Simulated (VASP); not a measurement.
# CO2 (Pa-3) in VASP: a series of runs

The runs below take CO2 through relaxation of the atoms, single point, with PBE.

All numbers are computed with VASP 6.6.1; they aren't measurements. Logs are shortened: lines on timing, memory, paths and dates and some standing lists are left out, and cuts for length are marked.

### 1 The cell of the first run

The structure is cubic, space group Pa-3 (No. 205). Conventional cell: a = 5.494 Å, b = 5.494 Å, c = 5.494 Å, α = 90.00°, β = 90.00°, γ = 90.00°. C (site symmetry -3) has 2 O at 1.15 Å within 1.5 Å. Within 1.5 Å of O (site symmetry 3) lie 1 C at 1.15 Å.

### 2 Relaxation of the atoms, PBE

File INCAR:

```
PREC     = Accurate       # precision mode
ENCUT    = 520            # plane-wave cutoff, eV
EDIFF    = 1E-6           # SCF threshold, eV
ISMEAR   = -1             # smearing method
SIGMA    = 0.02           # smearing width, eV
LREAL    = False          # projectors in reciprocal space
LASPH    = True           # aspherical terms in the spheres
NELM     = 100            # most SCF steps
ALGO     = Normal         # electronic algorithm
ISIF     = 2              # what is computed and relaxed
LWAVE    = False          # write WAVECAR
LCHARG   = False          # write CHGCAR
GGA      = PE             # functional
IBRION   = 2              # ionic algorithm
NSW      = 80             # ionic steps
EDIFFG   = -0.02          # ionic threshold
LUSENCCL = False
```

File KPOINTS:

```
Automatic mesh
0
Gamma
  5 5 5
```

File POSCAR:

```
CO2
1.0
    5.4942000000      0.0000000000      0.0000000000
    0.0000000000      5.4942000000      0.0000000000
    0.0000000000      0.0000000000      5.4942000000
C O
4 8
Direct
    0.0000000000      0.0000000000      0.0000000000
    0.5000000000      0.0000000000      0.5000000000
    0.5000000000      0.5000000000      0.0000000000
    0.0000000000      0.5000000000      0.5000000000
    0.1207000000      0.1207000000      0.1207000000
    0.3793000000      0.8793000000      0.6207000000
    0.6207000000      0.3793000000      0.8793000000
    0.8793000000      0.6207000000      0.3793000000
    0.8793000000      0.8793000000      0.8793000000
    0.6207000000      0.1207000000      0.3793000000
    0.3793000000      0.6207000000      0.1207000000
    0.1207000000      0.3793000000      0.6207000000
```

Potentials or basis: VASP PAW PBE potentials, release 64 (C, O).

Started as:

```console
$ cat potpaw_PBE.64/C/POTCAR potpaw_PBE.64/O/POTCAR > POTCAR
$ mpirun -np 1 vasp_std > vasp.out
```

OUTCAR:

```text
PREC = Accurate
   ENCUT = 520
   EDIFF = 1E-6
   ISMEAR = -1
   LREAL = False
   LASPH = True
   NELM = 100
   ISIF = 2
   GGA = PE
   IBRION = 2
   NSW = 80
   EDIFFG = -0.02

 ion  position               nearest neighbor table
   1  0.000  0.000  0.000-   5 1.15   9 1.15
   2  0.500  0.000  0.500-   6 1.15  10 1.15
   3  0.500  0.500  0.000-   7 1.15  11 1.15
   4  0.000  0.500  0.500-   8 1.15  12 1.15
   5  0.121  0.121  0.121-   1 1.15
   6  0.379  0.879  0.621-   2 1.15
   7  0.621  0.379  0.879-   3 1.15
   8  0.879  0.621  0.379-   4 1.15
   9  0.879  0.879  0.879-   1 1.15
  10  0.621  0.121  0.379-   2 1.15
  11  0.379  0.621  0.121-   3 1.15
  12  0.121  0.379  0.621-   4 1.15

  LATTYP: Found a simple cubic cell.
 ALAT       =     5.4942000000

  Lattice vectors:

 A1 = (   5.4942000000,   0.0000000000,   0.0000000000)
 A2 = (   0.0000000000,   5.4942000000,   0.0000000000)
 A3 = (   0.0000000000,   0.0000000000,   5.4942000000)

Analysis of symmetry for initial positions (statically):
=====================================================================
 Subroutine PRICEL returns:
 Original cell was already a primitive cell.

 Routine SETGRP: Setting up the symmetry group for a
 simple cubic supercell.

 Subroutine GETGRP returns: Found 24 space group operations
 (whereof  6 operations were pure point group operations)
 out of a pool of 48 trial point group operations.

The static configuration has the point symmetry S_6 .
 The point group associated with its full space group is T_h .

Analysis of symmetry for dynamics (positions and initial velocities):
=====================================================================
 Subroutine PRICEL returns:
 Original cell was already a primitive cell.

 Routine SETGRP: Setting up the symmetry group for a
 simple cubic supercell.

 Subroutine GETGRP returns: Found 24 space group operations
 (whereof  6 operations were pure point group operations)
 out of a pool of 48 trial point group operations.

The dynamic configuration has the point symmetry S_6 .
 The point group associated with its full space group is T_h .

 Subroutine INISYM returns: Found 24 space group operations
 (whereof  6 operations are pure point group operations),
 and found     1 'primitive' translations

----------------------------------------------------------------------------------------

                                     Primitive cell

  volume of cell :     165.8492

  direct lattice vectors                    reciprocal lattice vectors
     5.494200000  0.000000000  0.000000000     0.182010120  0.000000000  0.000000000
     0.000000000  5.494200000  0.000000000     0.000000000  0.182010120  0.000000000
     0.000000000  0.000000000  5.494200000     0.000000000  0.000000000  0.182010120

  length of vectors
     5.494200000  5.494200000  5.494200000     0.182010120  0.182010120  0.182010120

  position of ions in fractional coordinates (direct lattice)
     0.000000000  0.000000000  0.000000000
     0.500000000  0.000000000  0.500000000
     0.500000000  0.500000000  0.000000000
     0.000000000  0.500000000  0.500000000
     0.120700000  0.120700000  0.120700000
     0.379300000  0.879300000  0.620700000
     0.620700000  0.379300000  0.879300000
     0.879300000  0.620700000  0.379300000
     0.879300000  0.879300000  0.879300000
     0.620700000  0.120700000  0.379300000
     0.379300000  0.620700000  0.120700000
     0.120700000  0.379300000  0.620700000

  ion indices of the primitive-cell ions
   primitive index   ion index
                 1           1
                 2           2
                 3           3
                 4           4
                 5           5
                 6           6
                 7           7
                 8           8
                 9           9
                10          10
                11          11
                12          12

----------------------------------------------------------------------------------------

 KPOINTS: Automatic mesh

Automatic generation of k-mesh.
 Grid dimensions read from file:
 generate k-points for:    5    5    5

 Generating k-lattice:

  Cartesian coordinates                     Fractional coordinates (reciprocal lattice)
     0.036402024  0.000000000  0.000000000     0.200000000  0.000000000  0.000000000
     0.000000000  0.036402024  0.000000000     0.000000000  0.200000000  0.000000000
     0.000000000  0.000000000  0.036402024     0.000000000  0.000000000  0.200000000

  Length of vectors
     0.036402024  0.036402024  0.036402024

  Shift w.r.t. Gamma in fractional coordinates (k-lattice)
     0.000000000  0.000000000  0.000000000

 Subroutine IBZKPT returns following result:
 ===========================================

 Found     11 irreducible k-points:

 Following reciprocal coordinates:
            Coordinates               Weight
  0.000000  0.000000  0.000000      1.000000
  0.200000  0.000000  0.000000      6.000000
  0.400000  0.000000  0.000000      6.000000
  0.200000  0.200000  0.000000     12.000000
  0.400000  0.200000  0.000000     12.000000
 -0.200000  0.400000  0.000000     12.000000
  0.400000  0.400000  0.000000     12.000000
  0.200000  0.200000  0.200000      8.000000
  0.400000  0.200000  0.200000     24.000000
  0.400000  0.400000  0.200000     24.000000
  0.400000  0.400000  0.400000      8.000000
   k-points           NKPTS =     11   k-points in BZ     NKDIM =     11   number of bands    NBANDS=     39
   number of dos      NEDOS =    301   number of ions     NIONS =     12
   total plane-waves  NPLWV =  74088
   dimension x,y,z NGX =    42 NGY =   42 NGZ =   42
   dimension x,y,z NGXF=    84 NGYF=   84 NGZF=   84
   ions per type =               4   8
   NGX,Y,Z   is equivalent  to a cutoff of  12.71, 12.71, 12.71 a.u.
   NGXF,Y,Z  is equivalent  to a cutoff of  25.42, 25.42, 25.42 a.u.
 SYSTEM =  unknown system
   PREC   = accura    normal or accurate (medium, high low for compatibility)
   ISTART =      0    job   : 0-new  1-cont  2-samecut
   ICHARG =      2    charge: 1-file 2-atom 10-const
   ISPIN  =      1    spin polarized calculation?
   LNONCOLLINEAR =      F non collinear calculations
   LSORBIT =      F    spin-orbit coupling
   LASPH  =      T    aspherical Exc in radial PAW
   ENCUT  =  520.0 eV  38.22 Ry    6.18 a.u.  10.22 10.22 10.22*2*pi/ulx,y,z
   NELM   =    100;   NELMIN=  2; NELMDL= -5     # of ELM steps
   EDIFF  = 0.1E-05   stopping-criterion for ELM
   LREAL  =      F    real-space projection
   EDIFFG = -.2E-01   stopping-criterion for IOM
   NSW    =     80    number of steps for IOM
   IBRION =      2    ionic relax: 0-MD 1-quasi-New 2-CG
   NFREE  =      1    steps in history (QN), initial steepest desc. (CG)
   ISIF   =      2    stress and relaxation
   ISYM   =      2    0-nonsym 1-usesym 2-fastsym
   POTIM  = 0.5000    time-step for ionic-motion
   TEBEG  =    0.0;   TEEND  =   0.0 temperature during run
   PSTRESS=    0.0 pullay stress
   NELECT =      64.0000    total number of electrons
   NUPDOWN=      -1.0000    fix difference up-down
   EMIN   =  10.00;   EMAX   =-10.00  energy-range for DOS
   EFERMI =   0.00;   METHOD = LEGACY
   ISMEAR =    -1;   SIGMA  =   0.02  broadening in eV -4-tet -1-fermi 0-gaus
   EFERMI_NEDOS =   21; number of points for ismear=-14 and -15
   IALGO  =     38    algorithm
   IMIX   =      4    mixing-type and parameters
     AMIX     =   0.40;   BMIX     =  1.00
     AMIX_MAG =   1.60;   BMIX_MAG =  1.00
  volume/ion in A,a.u.               =      13.82        93.27
  Fermi-wavevector in a.u.,A,eV,Ry     =   1.191874  2.252315 19.327943  1.420564
  Thomas-Fermi vector in A             =   2.327925
   LORBIT       =      0    0 simple, 1 ext, 2 COOP (PROOUT), +10 PAW based schemes
   GGA     = PE    functional components
   LHFCALC =     F    Hartree Fock is set to
   AEXX    =    0.0000 exact exchange contribution
   IVDW    =     0    specifies the selected vdW correction
   LEPSILON=     F    determine dielectric tensor
   LRPA    =     F    only Hartree local field effects (RPA)
 conjugate gradient relaxation of ions
 non-spin polarized calculation
  energy-cutoff  :      520.00
  volume of cell :      165.85
 maximum number of plane-waves:      4477
 NGX is ok and might be reduce to    42
   NGX = 21   NGY = 21   NGZ = 21

--------------------------------------- Ionic step        1  -------------------------------------------

 number of electron      64.0000003 magnetization

 Free energy of the ion-electron system (eV)
  ---------------------------------------------------
  ext. energy  EPLUGINS =         0.00000000
  ---------------------------------------------------
  free energy    TOTEN  =       -91.73541119 eV

  energy without entropy =      -91.73541119  energy(sigma->0) =      -91.73541119

------------------------ aborting loop because EDIFF is reached ----------------------------------------

  FORCE on cell =-STRESS in cart. coord.  units (eV):
  Direction    XX          YY          ZZ          XY          YZ          ZX
  --------------------------------------------------------------------------------------
  -------------------------------------------------------------------------------------
  Total       10.5152260     10.5152260     10.5152260      0.0000000     -0.0000000     -0.0000000
  in kB      101.5817753    101.5817753    101.5817753      0.0000000     -0.0000000     -0.0000000
  external PRESSURE =     101.5817753 kB  Pullay stress =       0.0000000 kB
[... 123 lines left out ...]
  energy  without entropy=      -92.0139185032  energy(sigma->0) =      -92.01391850

--------------------------------------- Ionic step        4  -------------------------------------------

 number of electron      63.9999983 magnetization

 Free energy of the ion-electron system (eV)
  ---------------------------------------------------
  ext. energy  EPLUGINS =         0.00000000
  ---------------------------------------------------
  free energy    TOTEN  =       -92.01409567 eV

  energy without entropy =      -92.01409567  energy(sigma->0) =      -92.01409567

 E-fermi :  -2.8012     XC(G=0):  -8.1759

 val. band max:       -3.2331595249   @ k =   0.0000   0.0000   0.0000
 cond. band min:       3.5471329456   @ k =   0.0000   0.0000   0.0000
 fundamental gap:      6.7802924705
 Fermi energy:        -2.8012404788

 k-point     1 :       0.0000    0.0000    0.0000
  band No.  band energies     occupation
      1     -23.8662      2.00000
      2     -23.5974      2.00000
      3     -23.5974      2.00000
      4     -23.5974      2.00000
      5     -22.6863      2.00000
      6     -22.6863      2.00000
[... 490 lines left out ...]
  FREE ENERGIE OF THE ION-ELECTRON SYSTEM (eV)
  ---------------------------------------------------
  free  energy   TOTEN  =       -92.0140956667 eV

  energy  without entropy=      -92.0140956667  energy(sigma->0) =      -92.01409567

 reached required accuracy - stopping structural energy minimisation
```

Wall time 64 s (1 × NVIDIA H100 80GB with 1 thread of AMD EPYC 7R13 (Zen 3), shared host); peak memory 1.3 GiB.

Results:

```
Free energy                  : -92.0141 eV
Energy gained by relaxing    : 23.2 meV/atom
Ionic steps                  : 4
Pressure after relaxing      : 2.0 GPa
Largest force after relaxing : 0.004 eV/Å
Band gap on the k mesh       : 6.78 eV
```

Forces on the atoms (eV/Å):
```
C    0.000  0.000  0.000
C    0.000  0.000  0.000
C    0.000  0.000  0.000
C    0.000  0.000  0.000
O   -0.002 -0.002 -0.002
O    0.002  0.002 -0.002
O   -0.002  0.002  0.002
O    0.002 -0.002  0.002
O    0.002  0.002  0.002
O   -0.002 -0.002  0.002
O    0.002 -0.002 -0.002
O   -0.002  0.002 -0.002
```

Step by step:
```
step  energy change (eV)  largest force (eV/Å)  pressure (GPa)
   1              0.0000                2.8561           10.16
   2              3.8104                7.9315          -23.26
   3             -0.2785                0.0685            1.78
   4             -0.2787                0.0038            1.96
```

Final structure:
```
C O
1.0
     5.49420    0.00000    0.00000
     0.00000    5.49420    0.00000
     0.00000    0.00000    5.49420
C O
4 8
Direct
  0.00000 0.00000 0.00000
  0.50000 0.00000 0.50000
  0.50000 0.50000 0.00000
  0.00000 0.50000 0.50000
  0.12334 0.12334 0.12334
  0.37666 0.87666 0.62334
  0.62334 0.37666 0.87666
  0.87666 0.62334 0.37666
  0.87666 0.87666 0.87666
  0.62334 0.12334 0.37666
  0.37666 0.62334 0.12334
  0.12334 0.37666 0.62334
```

Levels at points of the mesh, in eV from the valence-band top:
| k point | band 28 | band 29 | band 30 | band 31 | band 32 | band 33 | band 34 | band 35 | band 36 | band 37 |
| --- | --- | --- | --- | --- | --- | --- | --- | --- | --- | --- |
| (0.00, 0.00, 0.00) | -0.23 | -0.23 | -0.23 | 0.00 | 0.00 | 6.78 | 7.83 | 7.83 | 7.83 | 8.14 |

Caveat: this functional lacks dispersion, which holds the molecules together, so the pressure and a relaxed volume are unreliable; an odd mesh through Γ misses points on the zone boundary, where band edges can lie.

[end of part 1 of 2]
